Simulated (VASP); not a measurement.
# Si (a cell with a defect) in VASP: notebook

Runs on Si (a cell with a defect). Level: LDA. Tasks: single point, relaxation of the atoms.

Everything below comes from runs of VASP 6.6.1. Logs are shortened: lines on timing, memory, paths and dates and some standing lists are left out, and cuts for length are marked.

## (1) The cell of the first run

The cell holds a defect, 17 atoms: a = 7.679 Å, b = 7.679 Å, c = 7.679 Å, α = 60.00°, β = 60.00°, γ = 60.00°.

## (2) Single point, LDA

INCAR

```
SYSTEM = Si
PREC = Accurate ; ENCUT = 520
EDIFF = 1E-6 ; ISMEAR = 0
SIGMA = 0.05 ; LREAL = Auto
LASPH = .True. ; NELM = 60
ALGO = Normal ; ISIF = 2
LWAVE = .False. ; LCHARG = .True.
LELF = .True. ; LVHAR = .True.
NBANDS = 48
```

KPOINTS

```
regular mesh
0
Gamma
  2 2 2
  0 0 0
```

POSCAR

```
Si
1.0
    0.0000000000      5.4300000000      5.4300000000
    5.4300000000      0.0000000000      5.4300000000
    5.4300000000      5.4300000000      0.0000000000
Si
17
Direct
    0.0000151013      0.0000639042     -0.0000517495
    0.1245904236      0.1245022099      0.1247075506
    0.0031744015      0.0029637201      0.4969289134
    0.1246194291      0.1245441068      0.6261544199
    0.0029857274      0.4968663904      0.0033144567
    0.1244474217      0.6263575506      0.1246315838
    0.0030097606      0.4969077348      0.4968712707
    0.1305651013      0.6230604972      0.6232126151
    0.4969039595      0.0028317680      0.0033717311
    0.6262742173      0.1244209945      0.1246797422
    0.4969284530      0.0028730203      0.4969129834
    0.6232725599      0.1300718232      0.6233451197
    0.4967593002      0.4967808471      0.0032935543
    0.6228865562      0.6228057090      0.1313180479
    0.4998272560      0.4993558011      0.5005462247
    0.6229607735      0.6228963168      0.6231145488
    0.7498153775      0.7493544199      0.7505621547
```

Potentials or basis: VASP PAW LDA potentials, release 64 (Si).

Launch:

```sh
$ cat potpaw_LDA.64/Si/POTCAR > POTCAR
$ mpirun -np 1 vasp_std > vasp.out
```

OUTCAR:

```text
SYSTEM = Si
   PREC = Accurate
   ENCUT = 520
   EDIFF = 1E-6
   ISMEAR = 0
   LREAL = Auto
   LASPH = .True.
   NELM = 60
   ISIF = 2

 ion  position               nearest neighbor table
   1  0.000  0.000  1.000-   6 2.34  10 2.34   2 2.34   4 2.34
   2  0.125  0.125  0.125-   3 2.33   9 2.33   5 2.33   1 2.34
   3  0.003  0.003  0.497-   2 2.33   4 2.33  12 2.38   8 2.38  17 2.75
   4  0.125  0.125  0.626-   3 2.33  11 2.33   7 2.33   1 2.34
   5  0.003  0.497  0.003-   6 2.33   2 2.33  14 2.38   8 2.38  17 2.75
   6  0.124  0.626  0.125-   7 2.33   5 2.33  13 2.33   1 2.34
   7  0.003  0.497  0.497-   6 2.33   4 2.33   8 2.38  16 2.38  17 2.75
   8  0.131  0.623  0.623-  15 2.32   3 2.38   7 2.38   5 2.38  17 2.39
   9  0.497  0.003  0.003-  10 2.33   2 2.33  12 2.38  14 2.38  17 2.75
  10  0.626  0.124  0.125-  11 2.33   9 2.33  13 2.33   1 2.34
  11  0.497  0.003  0.497-  10 2.33   4 2.33  12 2.38  16 2.38  17 2.75
  12  0.623  0.130  0.623-  15 2.32   3 2.38  11 2.38   9 2.38  17 2.39
  13  0.497  0.497  0.003-   6 2.33  10 2.33  14 2.38  16 2.38  17 2.75
  14  0.623  0.623  0.131-  15 2.32   9 2.38   5 2.38  13 2.38  17 2.39
  15  0.500  0.499  0.501-  14 2.32  16 2.32   8 2.32  12 2.32
  16  0.623  0.623  0.623-  15 2.32  11 2.38   7 2.38  13 2.38  17 2.39
  17  0.750  0.749  0.751-  12 2.39   8 2.39  14 2.39  16 2.39  13 2.75   5 2.75   7 2.75   9 2.75
                            11 2.75   3 2.75

  LATTYP: Found a face centered cubic cell.
 ALAT       =    10.8600000000

  Lattice vectors:

 A1 = (   0.0000000000,   5.4300000000,   5.4300000000)
 A2 = (   5.4300000000,   0.0000000000,   5.4300000000)
 A3 = (   5.4300000000,   5.4300000000,   0.0000000000)

Analysis of symmetry for initial positions (statically):
=====================================================================
 Subroutine PRICEL returns:
 Original cell was already a primitive cell.

 Routine SETGRP: Setting up the symmetry group for a
 face centered cubic supercell.

 Subroutine GETGRP returns: Found  1 space group operations
 (whereof  1 operations were pure point group operations)
 out of a pool of 48 trial point group operations.

The static configuration has the point symmetry C_1 .

Analysis of symmetry for dynamics (positions and initial velocities):
=====================================================================
 Subroutine PRICEL returns:
 Original cell was already a primitive cell.

 Routine SETGRP: Setting up the symmetry group for a
 face centered cubic supercell.

 Subroutine GETGRP returns: Found  1 space group operations
 (whereof  1 operations were pure point group operations)
 out of a pool of 48 trial point group operations.

The dynamic configuration has the point symmetry C_1 .

 Subroutine INISYM returns: Found  1 space group operations
 (whereof  1 operations are pure point group operations),
 and found     1 'primitive' translations
[... 121 lines left out ...]
   EMIN   =  10.00;   EMAX   =-10.00  energy-range for DOS
   EFERMI =   0.00;   METHOD = LEGACY
   ISMEAR =     0;   SIGMA  =   0.05  broadening in eV -4-tet -1-fermi 0-gaus
   EFERMI_NEDOS =   21; number of points for ismear=-14 and -15
   IALGO  =     38    algorithm
   IMIX   =      4    mixing-type and parameters
     AMIX     =   0.40;   BMIX     =  1.00
     AMIX_MAG =   1.60;   BMIX_MAG =  1.00
  volume/ion in A,a.u.               =      18.84       127.11
  Fermi-wavevector in a.u.,A,eV,Ry     =   0.976715  1.845724 12.979587  0.953973
  Thomas-Fermi vector in A             =   2.107356
   LORBIT       =      0    0 simple, 1 ext, 2 COOP (PROOUT), +10 PAW based schemes
   GGA     = CA    functional components
   LHFCALC =     F    Hartree Fock is set to
   AEXX    =    0.0000 exact exchange contribution
   IVDW    =     0    specifies the selected vdW correction
   LEPSILON=     F    determine dielectric tensor
   LRPA    =     F    only Hartree local field effects (RPA)
 non-spin polarized calculation
 Gauss-broadening in eV      SIGMA  =   0.05
  energy-cutoff  :      520.00
  volume of cell :      320.21
 maximum number of plane-waves:      8646
 NGX is ok and might be reduce to    60
   NGX = 29   NGY = 29   NGZ = 29

 number of electron      68.0000001 magnetization

 Free energy of the ion-electron system (eV)
  ---------------------------------------------------
  ext. energy  EPLUGINS =         0.00000000
  ---------------------------------------------------
  free energy    TOTEN  =       -97.55816420 eV

  energy without entropy =      -97.54730019  energy(sigma->0) =      -97.55273219

 E-fermi :   6.7888     XC(G=0):  -9.8491

 val. band max:        6.5707138417   @ k =   0.0000   0.0000   0.0000
 cond. band min:       6.8066806748   @ k =   0.5000   0.5000   0.0000
 fundamental gap:      0.2359668332
 Fermi energy:         6.7887923695

 k-point     1 :       0.0000    0.0000    0.0000
  band No.  band energies     occupation
      1      -6.3634      2.00000
      2      -3.8187      2.00000
      3      -3.6721      2.00000
      4      -3.6716      2.00000
      5      -3.6713      2.00000
      6      -2.8409      2.00000
[... 381 lines left out ...]
     45      10.0172      0.00000
     46      10.0189      0.00000
 [bands above 46 left out]

------------------------ aborting loop because EDIFF is reached ----------------------------------------

  FORCE on cell =-STRESS in cart. coord.  units (eV):
  Direction    XX          YY          ZZ          XY          YZ          ZX
  --------------------------------------------------------------------------------------
  -------------------------------------------------------------------------------------
  Total        3.4850497      3.4849194      3.4830170     -0.0002650     -0.0003237     -0.0004549
  in kB       17.4377348     17.4370830     17.4275642     -0.0013259     -0.0016196     -0.0022762
  external PRESSURE =      17.4341274 kB  Pullay stress =       0.0000000 kB

 VOLUME and BASIS-vectors are now :
 -----------------------------------------------------------------------------
  energy-cutoff  :      520.00
  volume of cell :      320.21
      direct lattice vectors                 reciprocal lattice vectors
     0.000000000  5.430000000  5.430000000    -0.092081031  0.092081031  0.092081031
     5.430000000  0.000000000  5.430000000     0.092081031 -0.092081031  0.092081031
     5.430000000  5.430000000  0.000000000     0.092081031  0.092081031 -0.092081031

 POSITION                                       TOTAL-FORCE (eV/Angst)
 -----------------------------------------------------------------------------------
      5.43007      5.42980      0.00043         0.000188     -0.000476      0.000979
      1.35321      1.35369      1.35257        -0.010906     -0.014180     -0.005157
      2.71442      2.71556      0.03333         0.000781      0.001165     -0.011030
      4.07629      4.07670      1.35296         0.014246      0.010924     -0.007400
      2.71598      0.03421      2.71420        -0.003171     -0.006966     -0.003089
      4.07787      1.35250      4.07687         0.005213     -0.007406      0.010725
[... 9 lines left out ...]
      6.76584      6.76619      6.76500        -0.003904     -0.001572     -0.008618
      8.14455      8.14705      8.14049        -0.000573      0.000170     -0.000150
 -----------------------------------------------------------------------------------
    total drift:                               -0.000214     -0.001163      0.002257

  FREE ENERGIE OF THE ION-ELECTRON SYSTEM (eV)
  ---------------------------------------------------
  free  energy   TOTEN  =       -97.5581641994 eV

  energy  without entropy=      -97.5473001876  energy(sigma->0) =      -97.55273219
```

OSZICAR:

```text
N       E                     dE             d eps       ncg     rms          rms(c)
DAV:   1     0.157874122443E+03    0.15787E+03   -0.26080E+04   768   0.117E+03
DAV:   2    -0.841352081467E+02   -0.24201E+03   -0.22875E+03   944   0.172E+02
DAV:   3    -0.994303968417E+02   -0.15295E+02   -0.14942E+02   968   0.385E+01
DAV:   4    -0.997616602453E+02   -0.33126E+00   -0.32975E+00   952   0.705E+00
DAV:   5    -0.997702162659E+02   -0.85560E-02   -0.85519E-02   976   0.108E+00    0.150E+01
DAV:   6    -0.982033002333E+02    0.15669E+01   -0.11411E+00   896   0.309E+00    0.901E+00
DAV:   7    -0.975579732464E+02    0.64533E+00   -0.15782E+00   872   0.351E+00    0.923E-01
DAV:   8    -0.975593679078E+02   -0.13947E-02   -0.80573E-02   896   0.105E+00    0.459E-01
DAV:   9    -0.975581577936E+02    0.12101E-02   -0.46942E-03   936   0.237E-01    0.200E-01
DAV:  10    -0.975581603169E+02   -0.25233E-05   -0.78777E-04   928   0.854E-02    0.824E-02
DAV:  11    -0.975581625159E+02   -0.21990E-05   -0.10343E-04   936   0.363E-02    0.281E-02
DAV:  12    -0.975581642867E+02   -0.17708E-05   -0.55217E-06   920   0.893E-03    0.828E-03
DAV:  13    -0.975581641994E+02    0.87270E-07   -0.15716E-06   576   0.416E-03
   1 F= -.97558164E+02 E0= -.97552732E+02  d E =-.108640E-01
```

Run time: 2 min. Hardware: 1 thread of Intel Xeon 6975P-C (Granite Rapids), shared host; peak memory 0.37 GiB.

Results:

| Quantity | Value |
| --- | --- |
| Free energy | -97.5582 eV |
| Pressure | 1.7 GPa |
| Largest force | 0.021 eV/Å |
| Band gap on the k mesh | zero (bands 34 and 35 overlap by 0.24 eV) |

Forces on the atoms (eV/Å):
```
Si   0.000  0.000  0.001
Si  -0.011 -0.014 -0.005
Si   0.001  0.001 -0.011
Si   0.014  0.011 -0.007
Si  -0.003 -0.007 -0.003
Si   0.005 -0.007  0.011
Si   0.007  0.004 -0.004
Si  -0.009  0.011  0.004
Si  -0.008 -0.002 -0.001
Si  -0.007  0.005  0.014
Si   0.002  0.009 -0.003
Si   0.014 -0.012  0.010
Si  -0.002  0.001  0.007
Si   0.001  0.003 -0.005
Si   0.000 -0.001  0.002
Si  -0.004 -0.002 -0.009
Si  -0.001  0.000  0.000
```

Caveat: the k points lie up to 0.50 Å⁻¹ apart.

[end of part 1 of 2]
